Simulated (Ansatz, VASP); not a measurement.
**Al4As5 in VASP and in Ansatz**

Contents of INCAR:

```
SYSTEM = Al4As5
PREC = Accurate
ENCUT = 400
EDIFF = 1E-6
ISMEAR = 0
SIGMA = 0.05
LREAL = .False.
LASPH = .True.
NELM = 120
ALGO = Normal
ISIF = 2
LWAVE = .False.
LCHARG = .False.
LDIPOL = .True.
IDIPOL = 3
DIPOL = 0.5 0.5 0.501
GGA = PS
NBANDS = 28
GGA_COMPAT = .False.
NELMDL = -8
```

Contents of KPOINTS:

```
regular mesh
0
Gamma
  15 15 1
  0 0 0
```

The input POSCAR:

```
Al4As5
1.0
    4.0027900700      0.0000000000      0.0000000000
    0.0000000000      4.0027900700      0.0000000000
    0.0000000000      0.0000000000     29.3215998945
As Al
5 4
Direct
    0.0000000000      0.5000000000      0.3069409593
    0.5000000000      0.0000000000      0.4034704797
    0.0000000000      0.5000000000      0.5005039086
    0.5000000000      0.0000000000      0.5973038832
    0.0000000000      0.5000000000      0.6945006738
    0.5000000000      0.5000000000      0.3552057195
    0.0000000000      0.0000000000      0.4517352398
    0.5000000000      0.5000000000      0.5494017756
    0.0000000000      0.0000000000      0.6467364552
```

Input for Ansatz:

```yaml
crystal:
  lattice:
    - [4.00279007, 0.0, 0.0]
    - [0.0, 4.00279007, 0.0]
    - [0.0, 0.0, 29.3215998945]
  atoms:
    - { symbol: As, position: [0.0, 0.5, 0.3069409593] }
    - { symbol: Al, position: [0.5, 0.5, 0.3552057195] }
    - { symbol: As, position: [0.5, 0.0, 0.4034704797] }
    - { symbol: Al, position: [0.0, 0.0, 0.4517352398] }
    - { symbol: As, position: [0.0, 0.5, 0.5005039086] }
    - { symbol: Al, position: [0.5, 0.5, 0.5494017756] }
    - { symbol: As, position: [0.5, 0.0, 0.5973038832] }
    - { symbol: Al, position: [0.0, 0.0, 0.6467364552] }
    - { symbol: As, position: [0.0, 0.5, 0.6945006738] }
basis:
  ecutwfc: 420.0
  fft_grid_basis: typed
kpoints:
  mp_grid: { grid: [15, 15, 1] }
hamiltonian:
  xc: pbesol
scf:
  occupations: { method: gaussian, width: 0.05 }
output:
  forces: true
  eigenvalues: true
  band_densities:
    - { e_range: [-2.0, -1.0] }
    - { e_range: [-1.0, -0.5] }
    - { e_range: [-0.5, -0.25] }
    - { e_range: [-0.25, 0.0] }
    - { e_range: [0.0, 0.25] }
    - { e_range: [0.25, 0.5] }
    - { e_range: [0.5, 1.0] }
    - { e_range: [1.0, 1.5] }
  band_residual_tolerance: 1.0e-05
  write_potential: true
  elf: true
  write_density: true
  volumetric_format: npy
efield:
  axis: 3
  dipole_correction: true
  ramp_width: 0.04
checkpoint:
  read: start.run
  write: ck
  compress: false
  write_wavefunctions: false
  write_every: 100000
```

Alike in both runs: task single point; functional PBEsol; k mesh 15 × 15 × 1; occupations gaussian, width 0.05 eV; no spin polarisation.

```csv
,VASP,Ansatz
version,VASP 6.6.1,Ansatz 0.2.0
potentials or method,"VASP PAW PBE potentials, release 64 (As, Al), cutoff 400 eV","scalar-relativistic, plane waves, PAW"
valence electrons in the cell,37,87
```

|  | VASP | Ansatz | Ansatz less VASP |
| --- | --- | --- | --- |
| gap on the k mesh at the Fermi level (eV) | none | none | - |
| rms of the force components (eV/Å) | 0.065 | 0.065 | +0.0005 |

VASP's potentials were made for PBE, not for PBEsol. A gap of «none» marks a metal or a gap that the smearing closes. With one functional, cell and mesh, what is left measures potentials, basis and numerics. VASP's potentials hold 37 valence electrons a cell and Ansatz's 87, so a difference there can come from the potentials and not from the codes. Ansatz's warnings: published levels not confirmed, xc potential rough in thin density.
